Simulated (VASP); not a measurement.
# Pd in VASP: single point with PBE

Aim: the single point of Pd with PBE.

All numbers are computed with VASP 6.6.1; they aren't measurements. Logs are shortened: lines on timing, memory, paths and dates and some standing lists are left out, and cuts for length are marked.

### 1 The cell of the first run

The cell holds a slab with vacuum, 6 atoms: a = 2.790 Å, b = 2.790 Å, c = 33.373 Å, α = 90.00°, β = 90.00°, γ = 120.00°.

### 2 Single point, PBE

Contents of INCAR:

```
SYSTEM = Pd
ALGO = Normal
DIPOL = 0.5 0.5 0.500
EDIFF = 1E-6
ENCUT = 520
GGA = PE
IDIPOL = 3
ISIF = 2
ISMEAR = -1
LASPH = .True.
LCHARG = .True.
LDIPOL = .True.
LELF = .True.
LREAL = .False.
LVACPOTAV = .True.
LVHAR = .True.
LWAVE = .False.
NBANDS = 39
NELM = 80
PREC = Accurate
SIGMA = 0.08
```

Contents of KPOINTS:

```
k-points
0
Gamma
  17 17 1
  0 0 0
```

Contents of POSCAR:

```
Pd
1.0
    2.7896894585      0.0000000000      0.0000000000
   -1.3948447292      2.4159419397      0.0000000000
    0.0000000000      0.0000000000     33.3727000000
Pd
6
Direct
    0.1666666667      0.3333333333      0.3296111330
    0.5000000000      1.0000000000      0.3980127824
    0.8333333333      0.6666666667      0.4659299753
    0.1666666667      0.3333333333      0.5340700245
    0.5000000000      1.0000000000      0.6019872167
    0.8333333333      0.6666666667      0.6703888670
```

Potentials or basis: VASP PAW PBE potentials, release 64 (Pd).

The run is started by

```bash
$ cat potpaw_PBE.64/Pd/POTCAR > POTCAR
$ mpirun -np 1 vasp_std > vasp.out
```

OUTCAR:

```text
SYSTEM = Pd
   EDIFF = 1E-6
   ENCUT = 520
   GGA = PE
   ISIF = 2
   ISMEAR = -1
   LASPH = .True.
   LREAL = .False.
   NELM = 80
   PREC = Accurate

 ion  position               nearest neighbor table
   1  0.167  0.333  0.330-   2 2.79   2 2.79   2 2.79
   2  0.500  0.000  0.398-   3 2.78   3 2.78   3 2.78   1 2.79   1 2.79   1 2.79
   3  0.833  0.667  0.466-   2 2.78   2 2.78   2 2.78   4 2.79   4 2.79   4 2.79
   4  0.167  0.333  0.534-   5 2.78   5 2.78   5 2.78   3 2.79   3 2.79   3 2.79
   5  0.500  0.000  0.602-   4 2.78   4 2.78   4 2.78   6 2.79   6 2.79   6 2.79
   6  0.833  0.667  0.670-   5 2.79   5 2.79   5 2.79

  LATTYP: Found a hexagonal cell.
 ALAT       =     2.7896894585
 C/A-ratio  =    11.9628727485

  Lattice vectors:

 A1 = (   2.7896894585,   0.0000000000,   0.0000000000)
 A2 = (  -1.3948447292,   2.4159419397,   0.0000000000)
 A3 = (   0.0000000000,   0.0000000000,  33.3727000000)

Analysis of symmetry for initial positions (statically):
=====================================================================
 Subroutine PRICEL returns:
 Original cell was already a primitive cell.

 Routine SETGRP: Setting up the symmetry group for a
 hexagonal supercell.

 Subroutine GETGRP returns: Found 12 space group operations
 (whereof  4 operations were pure point group operations)
 out of a pool of 24 trial point group operations.

The static configuration has the point symmetry C_2h.
 The point group associated with its full space group is D_3d.

Analysis of symmetry for dynamics (positions and initial velocities):
=====================================================================
 Subroutine PRICEL returns:
 Original cell was already a primitive cell.

 Routine SETGRP: Setting up the symmetry group for a
 hexagonal supercell.

 Subroutine GETGRP returns: Found 12 space group operations
 (whereof  4 operations were pure point group operations)
 out of a pool of 24 trial point group operations.

The dynamic configuration has the point symmetry C_2h.
 The point group associated with its full space group is D_3d.

 Subroutine INISYM returns: Found 12 space group operations
 (whereof  4 operations are pure point group operations),
 and found     1 'primitive' translations

----------------------------------------------------------------------------------------

[... 99 lines left out ...]
   NELM   =     80;   NELMIN=  2; NELMDL= -5     # of ELM steps
   EDIFF  = 0.1E-05   stopping-criterion for ELM
   LREAL  =      F    real-space projection
   EDIFFG = 0.1E-04   stopping-criterion for IOM
   NSW    =      0    number of steps for IOM
   IBRION =     -1    ionic relax: 0-MD 1-quasi-New 2-CG
   NFREE  =      0    steps in history (QN), initial steepest desc. (CG)
   ISIF   =      2    stress and relaxation
   ISYM   =      2    0-nonsym 1-usesym 2-fastsym
   POTIM  = 0.5000    time-step for ionic-motion
   TEBEG  =    0.0;   TEEND  =   0.0 temperature during run
   PSTRESS=    0.0 pullay stress
   NELECT =      60.0000    total number of electrons
   NUPDOWN=      -1.0000    fix difference up-down
   EMIN   =  10.00;   EMAX   =-10.00  energy-range for DOS
   EFERMI =   0.00;   METHOD = LEGACY
   ISMEAR =    -1;   SIGMA  =   0.08  broadening in eV -4-tet -1-fermi 0-gaus
   EFERMI_NEDOS =   21; number of points for ismear=-14 and -15
   IALGO  =     38    algorithm
   IMIX   =      4    mixing-type and parameters
     AMIX     =   0.40;   BMIX     =  1.00
     AMIX_MAG =   1.60;   BMIX_MAG =  1.00
  volume/ion in A,a.u.               =      37.49       252.98
  Fermi-wavevector in a.u.,A,eV,Ry     =   1.053855  1.991496 15.110759  1.110609
  Thomas-Fermi vector in A             =   2.188992
   LORBIT       =      0    0 simple, 1 ext, 2 COOP (PROOUT), +10 PAW based schemes
   GGA     = PE    functional components
   LHFCALC =     F    Hartree Fock is set to
   AEXX    =    0.0000 exact exchange contribution
   IVDW    =     0    specifies the selected vdW correction
   LEPSILON=     F    determine dielectric tensor
   LRPA    =     F    only Hartree local field effects (RPA)
 non-spin polarized calculation
  energy-cutoff  :      520.00
  volume of cell :      224.92
 maximum number of plane-waves:      6095
 NGX is ok and might be reduce to    24
   NGX = 11   NGY = 11   NGZ =125

 number of electron      59.9999997 magnetization

 dipolmoment           0.000000      0.000000      0.000000 electrons x Angstroem

 Free energy of the ion-electron system (eV)
  ---------------------------------------------------
  ext. energy  EPLUGINS =         0.00000000
  ---------------------------------------------------
  free energy    TOTEN  =       -30.32203922 eV

  energy without entropy =      -30.03037653  energy(sigma->0) =      -30.17620787

 E-fermi :   0.6568     XC(G=0):  -5.8173

 val. band max:        0.6530633097   @ k =   0.2353   0.0000   0.0000
 cond. band min:       0.6617070125   @ k =   0.1765   0.1765   0.0000
 fundamental gap:      0.0086437028
 Fermi energy:         0.6567732764

 k-point     1 :       0.0000    0.0000    0.0000
  band No.  band energies     occupation
      1      -5.9820      2.00000
      2      -5.3609      2.00000
      3      -4.6273      2.00000
      4      -4.3359      2.00000
      5      -4.0688      2.00000
      6      -4.0553      2.00000
[... 997 lines left out ...]
     38       8.0204      0.00000
     39       8.2179      0.00000

 [... further k-points ...]
[... 5 lines left out ...]
  --------------------------------------------------------------------------------------
  -------------------------------------------------------------------------------------
  Total       -2.0935384     -2.0935384     -0.1771910     -0.0000000     -0.0000000      0.0000000
  in kB      -14.9127526    -14.9127526     -1.2621721     -0.0000000     -0.0000000      0.0000000
  external PRESSURE =     -10.3625591 kB  Pullay stress =       0.0000000 kB

 VOLUME and BASIS-vectors are now :
 -----------------------------------------------------------------------------
  energy-cutoff  :      520.00
  volume of cell :      224.92
      direct lattice vectors                 reciprocal lattice vectors
     2.789689458  0.000000000  0.000000000     0.358462838  0.206958616  0.000000000
    -1.394844729  2.415941940  0.000000000     0.000000000  0.413917232  0.000000000
     0.000000000  0.000000000 33.372700000     0.000000000  0.000000000  0.029964612

 POSITION                                       TOTAL-FORCE (eV/Angst)
 -----------------------------------------------------------------------------------
      0.00000      0.80531     11.00001         0.000000     -0.000000      0.012842
      1.39484      0.00000     13.28276        -0.000000      0.000000     -0.003284
      1.39484      1.61063     15.54934         0.000000     -0.000000     -0.001219
      0.00000      0.80531     17.82336        -0.000000      0.000000      0.001219
      1.39484      0.00000     20.08994         0.000000     -0.000000      0.003284
      1.39484      1.61063     22.37269        -0.000000      0.000000     -0.012842
 -----------------------------------------------------------------------------------
    total drift:                                0.000000     -0.000000      0.000033

  FREE ENERGIE OF THE ION-ELECTRON SYSTEM (eV)
  ---------------------------------------------------
  free  energy   TOTEN  =       -30.3220392180 eV

  energy  without entropy=      -30.0303765306  energy(sigma->0) =      -30.17620787

 vacuum level on the upper side and lower side of the slab         5.885         5.885
```

Wall time 5.6 min (1 thread of Intel Xeon 6975P-C (Granite Rapids), shared host); peak memory 0.48 GiB.

What came out:

```
Free energy            : -30.3220 eV
Largest force          : 0.013 eV/Å
Band gap on the k mesh : zero (band 30 reaches 0.93 eV, above the bottom of band 31 at 0.02 eV)
```

Forces in eV/Å, atoms in the order of the input:
```
Pd   0.000  0.000  0.013
Pd   0.000  0.000 -0.003
Pd   0.000  0.000 -0.001
Pd   0.000  0.000  0.001
Pd   0.000  0.000  0.003
Pd   0.000  0.000 -0.013
```
